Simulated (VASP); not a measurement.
# Ir (P6_3/mmc) in VASP: further runs, part 2 of 2

VASP 6.6.1.

### 3 Single point, LDA, collinear spin, ferromagnetic start

This run uses another cell than the first one, of 13.07 Å³/atom, 0.940 times its volume.

Input file INCAR:

```
SYSTEM = Ir
PREC = Accurate
ENCUT = 520
EDIFF = 1E-6
ISMEAR = 0
SIGMA = 0.15
LREAL = .False.
LASPH = .True.
NELM = 150
ALGO = Normal
ISIF = 2
LWAVE = .False.
LCHARG = .False.
ISPIN = 2
MAGMOM = 0.8 0.8
LORBIT = 11
NUPDOWN = 1.6
LMAXMIX = 4
GGA = CA
NBANDS = 20
```

Input file KPOINTS:

```
Automatic mesh
0
Gamma
  21 21 12
  0 0 0
```

Input file POSCAR:

```
Ir
1.0
    2.6500373936      0.0000000000      0.0000000000
   -1.3250186968      2.2949997038      0.0000000000
    0.0000000000      0.0000000000      4.2967294997
Ir
2
Direct
    0.6666666667      0.3333333333      0.7500000000
    0.3333333333      0.6666666667      0.2500000000
```

Potentials or basis: VASP PAW LDA potentials, release 64 (Ir).

Command:

```sh
> cat potpaw_LDA.64/Ir/POTCAR > POTCAR
> mpirun -np 1 vasp_std > vasp.out
```

OUTCAR:

```text
SYSTEM = Ir
   PREC = Accurate
   ENCUT = 520
   EDIFF = 1E-6
   ISMEAR = 0
   LREAL = .False.
   LASPH = .True.
   NELM = 150
   ISIF = 2
   ISPIN = 2
   LORBIT = 11
   NUPDOWN = 1.6
   GGA = CA

 ion  position               nearest neighbor table
   1  0.667  0.333  0.750-   2 2.64   2 2.64   2 2.64   2 2.64   2 2.64   2 2.64
   2  0.333  0.667  0.250-   1 2.64   1 2.64   1 2.64   1 2.64   1 2.64   1 2.64

  LATTYP: Found a hexagonal cell.
 ALAT       =     2.6500373936
 C/A-ratio  =     1.6213844794

  Lattice vectors:

 A1 = (   2.6500373936,   0.0000000000,   0.0000000000)
 A2 = (  -1.3250186968,   2.2949997038,   0.0000000000)
 A3 = (   0.0000000000,   0.0000000000,   4.2967294997)

Analysis of symmetry for initial positions (statically):
=====================================================================
 Subroutine PRICEL returns:
 Original cell was already a primitive cell.

 Routine SETGRP: Setting up the symmetry group for a
 hexagonal supercell.

 Subroutine GETGRP returns: Found 24 space group operations
 (whereof 12 operations were pure point group operations)
 out of a pool of 24 trial point group operations.

The static configuration has the point symmetry D_3d.
 The point group associated with its full space group is D_6h.

Analysis of symmetry for dynamics (positions and initial velocities):
=====================================================================
 Subroutine PRICEL returns:
 Original cell was already a primitive cell.

 Routine SETGRP: Setting up the symmetry group for a
 hexagonal supercell.

 Subroutine GETGRP returns: Found 24 space group operations
 (whereof 12 operations were pure point group operations)
 out of a pool of 24 trial point group operations.

The dynamic configuration has the point symmetry D_3d.
 The point group associated with its full space group is D_6h.

Analysis of structural, dynamic, and magnetic symmetry:
=====================================================================
 Subroutine PRICEL returns:
 Original cell was already a primitive cell.

 Routine SETGRP: Setting up the symmetry group for a
 hexagonal supercell.

 Subroutine GETGRP returns: Found 24 space group operations
 (whereof 12 operations were pure point group operations)
 out of a pool of 24 trial point group operations.

The overall configuration has the point symmetry D_3d.
 The point group associated with its full space group is D_6h.

 Subroutine INISYM returns: Found 24 space group operations
 (whereof 12 operations are pure point group operations),
 and found     1 'primitive' translations

----------------------------------------------------------------------------------------

                                     Primitive cell

  volume of cell :      26.1320

  direct lattice vectors                    reciprocal lattice vectors
     2.650037394  0.000000000  0.000000000     0.377353166  0.217864952  0.000000000
    -1.325018697  2.294999704  0.000000000     0.000000000  0.435729904  0.000000000
     0.000000000  0.000000000  4.296729500     0.000000000  0.000000000  0.232735154

  length of vectors
     2.650037394  2.650037394  4.296729500     0.435729904  0.435729904  0.232735154

  position of ions in fractional coordinates (direct lattice)
     0.666666667  0.333333333  0.750000000
     0.333333333  0.666666667  0.250000000

  ion indices of the primitive-cell ions
[... 64 lines left out ...]
   NGXF,Y,Z  is equivalent  to a cutoff of  25.09, 25.09, 24.76 a.u.
 SYSTEM =  Ir
   PREC   = accura    normal or accurate (medium, high low for compatibility)
   ISTART =      0    job   : 0-new  1-cont  2-samecut
   ICHARG =      2    charge: 1-file 2-atom 10-const
   ISPIN  =      2    spin polarized calculation?
   LNONCOLLINEAR =      F non collinear calculations
   LSORBIT =      F    spin-orbit coupling
   LASPH  =      T    aspherical Exc in radial PAW
   ENCUT  =  520.0 eV  38.22 Ry    6.18 a.u.   4.93  4.93  7.99*2*pi/ulx,y,z
   NELM   =    150;   NELMIN=  2; NELMDL= -5     # of ELM steps
   EDIFF  = 0.1E-05   stopping-criterion for ELM
   LREAL  =      F    real-space projection
   EDIFFG = 0.1E-04   stopping-criterion for IOM
   NSW    =      0    number of steps for IOM
   IBRION =     -1    ionic relax: 0-MD 1-quasi-New 2-CG
   NFREE  =      0    steps in history (QN), initial steepest desc. (CG)
   ISIF   =      2    stress and relaxation
   ISYM   =      2    0-nonsym 1-usesym 2-fastsym
   POTIM  = 0.5000    time-step for ionic-motion
   TEBEG  =    0.0;   TEEND  =   0.0 temperature during run
   PSTRESS=    0.0 pullay stress
   NELECT =      18.0000    total number of electrons
   NUPDOWN=       1.6000    fix difference up-down
   EMIN   =  10.00;   EMAX   =-10.00  energy-range for DOS
   EFERMI =   0.00;   METHOD = LEGACY
   ISMEAR =     0;   SIGMA  =   0.15  broadening in eV -4-tet -1-fermi 0-gaus
   EFERMI_NEDOS =   21; number of points for ismear=-14 and -15
   IALGO  =     38    algorithm
   IMIX   =      4    mixing-type and parameters
     AMIX     =   0.40;   BMIX     =  1.00
     AMIX_MAG =   1.60;   BMIX_MAG =  1.00
  volume/ion in A,a.u.               =      13.07        88.17
  Fermi-wavevector in a.u.,A,eV,Ry     =   1.445800  2.732165 28.440757  2.090337
  Thomas-Fermi vector in A             =   2.563941
   LORBIT       =     11    0 simple, 1 ext, 2 COOP (PROOUT), +10 PAW based schemes
   GGA     = CA    functional components
   LHFCALC =     F    Hartree Fock is set to
   AEXX    =    0.0000 exact exchange contribution
   IVDW    =     0    specifies the selected vdW correction
   LEPSILON=     F    determine dielectric tensor
   LRPA    =     F    only Hartree local field effects (RPA)
 spin polarized calculation
 Gauss-broadening in eV      SIGMA  =   0.15
  energy-cutoff  :      520.00
  volume of cell :       26.13
 maximum number of plane-waves:       732
 NGX is ok and might be reduce to    20
   NGX =  9   NGY =  9   NGZ = 15

 number of electron      17.9999999 magnetization       1.6000000

 Free energy of the ion-electron system (eV)
  ---------------------------------------------------
  ext. energy  EPLUGINS =         0.00000000
  ---------------------------------------------------
  free energy    TOTEN  =       -19.87817888 eV

  energy without entropy =      -19.85429251  energy(sigma->0) =      -19.86623570

 E-fermi :  11.1700     XC(G=0): -14.5944

 val. band max:       12.3519983618   @ k =   0.0952   0.0952   0.4167
 cond. band min:      11.1763058707   @ k =   0.3333   0.1905   0.2500
 fundamental gap:     -1.1756924911
 Fermi energy:        12.3562846719

 spin component 1

 k-point     1 :       0.0000    0.0000    0.0000
  band No.  band energies     occupation
      1      -0.3243      1.00000
      2       2.6315      1.00000
      3       7.2203      1.00000
      4       7.3158      1.00000
      5       7.3158      1.00000
      6       8.0708      1.00000
[... 541 lines left out ...]
     19      33.4289      0.00000
     20      36.0147      0.00000

 [... further k-points ...]

 spin component 2

 k-point     1 :       0.0000    0.0000    0.0000
  band No.  band energies     occupation
      1      -0.0968      1.00000
      2       2.9650      1.00000
      3       7.6580      1.00000
      4       7.7445      1.00000
      5       7.7445      1.00000
      6       8.5115      1.00000
[... 541 lines left out ...]
     19      33.6830      0.00000
     20      36.3062      0.00000

 [... further k-points ...]
[... 5 lines left out ...]
  --------------------------------------------------------------------------------------
  -------------------------------------------------------------------------------------
  Total        6.3812114      6.3812114      6.4676153      0.0000000     -0.0000000      0.0000000
  in kB      391.2380329    391.2380329    396.5355372      0.0000000     -0.0000000      0.0000000
  external PRESSURE =     393.0038677 kB  Pullay stress =       0.0000000 kB

 VOLUME and BASIS-vectors are now :
 -----------------------------------------------------------------------------
  energy-cutoff  :      520.00
  volume of cell :       26.13
      direct lattice vectors                 reciprocal lattice vectors
     2.650037394  0.000000000  0.000000000     0.377353166  0.217864952  0.000000000
    -1.325018697  2.294999704  0.000000000     0.000000000  0.435729904  0.000000000
     0.000000000  0.000000000  4.296729500     0.000000000  0.000000000  0.232735154

 POSITION                                       TOTAL-FORCE (eV/Angst)
 -----------------------------------------------------------------------------------
      1.32502      0.76500      3.22255        -0.000000      0.000000      0.000000
     -0.00000      1.53000      1.07418         0.000000     -0.000000      0.000000
 -----------------------------------------------------------------------------------
    total drift:                               -0.000000      0.000000     -0.000000

  FREE ENERGIE OF THE ION-ELECTRON SYSTEM (eV)
  ---------------------------------------------------
  free  energy   TOTEN  =       -19.8781788816 eV

  energy  without entropy=      -19.8542925126  energy(sigma->0) =      -19.86623570

 total charge

# of ion       s       p       d       tot
------------------------------------------
    1        0.723   0.850   7.149   8.723
    2        0.723   0.850   7.149   8.723
--------------------------------------------------
tot          1.446   1.701  14.299  17.446

 magnetization (x)

# of ion       s       p       d       tot
------------------------------------------
    1        0.006   0.016   0.754   0.776
    2        0.006   0.016   0.754   0.776
--------------------------------------------------
tot          0.011   0.033   1.508   1.552
```

stdout:

```text
POSCAR found type information on POSCAR Ir
 POSCAR found :  1 types and       2 ions
 scaLAPACK will be used
 LDA part: xc-table for (Slater(with rela. corr.)+CA(PZ))
 , standard interpolation
 POSCAR, INCAR and KPOINTS ok, starting setup
 FFT: planning ... GRIDC
 FFT: planning ... GRID_SOFT
 FFT: planning ... GRID
 WAVECAR not read
 entering main loop
```

Run time: 3.1 min. Hardware: 1 thread of Intel Xeon 6975P-C, shared host; peak memory 0.33 GiB.

Results:

* Free energy: -19.8782 eV
* Pressure: 39.3 GPa
* Net moment: 1.60 μB per cell
* Site moments: Ir +0.78 μB
* Valence electrons inside the program's atomic spheres: Ir 8.72

Stress tensor (GPa, compression positive):
```
39.12  0.00  0.00
 0.00 39.12  0.00
 0.00  0.00 39.65
```

Caveat: spin-orbit coupling is left out, which moves the levels of the heavy elements; the total moment is fixed, so each spin has its own Fermi level.

### 4 Single point, LDA, collinear spin, ferromagnetic start

This run uses another cell than the first one, of 13.07 Å³/atom, 0.940 times its volume.

Input file INCAR:

```
ALGO = Normal ; EDIFF = 1E-7
ENCUT = 520 ; GGA = CA
ISIF = 2 ; ISMEAR = 0
ISPIN = 2 ; LASPH = True
LCHARG = False ; LMAXMIX = 4
LORBIT = 11 ; LREAL = False
LWAVE = False ; MAGMOM = 0.2 0.2
NBANDS = 20 ; NELM = 150
NUPDOWN = 0.4 ; PREC = Accurate
SIGMA = 0.15
```

Input file KPOINTS:

```
k-points
0
Gamma
  21 21 12
```

POSCAR is that of step 3.

Command:

```sh
> cat potpaw_LDA.64/Ir/POTCAR > POTCAR
> mpirun -np 1 vasp_std > vasp.out
```

Run time: 3.6 min. Hardware: 1 thread of Intel Xeon 6975P-C, shared host; peak memory 0.33 GiB.

The run converged. Its results:

- Free energy: -20.3032 eV
- Pressure: 33.0 GPa
- Net moment: 0.40 μB per cell
- Site moments: Ir +0.19 μB
- Valence electrons inside the program's atomic spheres: Ir 8.72

Stress tensor (GPa, compression positive):
```
32.73  0.00  0.00
 0.00 32.73  0.00
 0.00  0.00 33.42
```

Caveat: spin-orbit coupling is left out, which moves the levels of the heavy elements; the total moment is fixed, so each spin has its own Fermi level.

### 5 Overview

```csv
fixed moment (μB),cell,pressure (GPa),moment (μB)
1.6,"a = 2.705, b = 2.705, c = 4.386 Å, angles 90.0, 90.0, 120.0°, 2 atoms",8.5,1.60
1.6,"a = 2.650, b = 2.650, c = 4.297 Å, angles 90.0, 90.0, 120.0°, 2 atoms",39.3,1.60
0.4,"a = 2.650, b = 2.650, c = 4.297 Å, angles 90.0, 90.0, 120.0°, 2 atoms",33.0,0.40
```

Alike in all rows: task single point; level LDA; potentials or basis VASP PAW LDA potentials, release 64 (Ir); spin collinear, ferromagnetic start; k mesh 21 × 21 × 12; cutoff (eV) 520; smearing gaussian 0.15 eV.

Caveats: spin-orbit coupling is left out, which moves the levels of the heavy elements; the total moment is fixed, so each spin has its own Fermi level.

Total energies depend on the potentials used, so only differences within one code and one set of settings carry meaning.
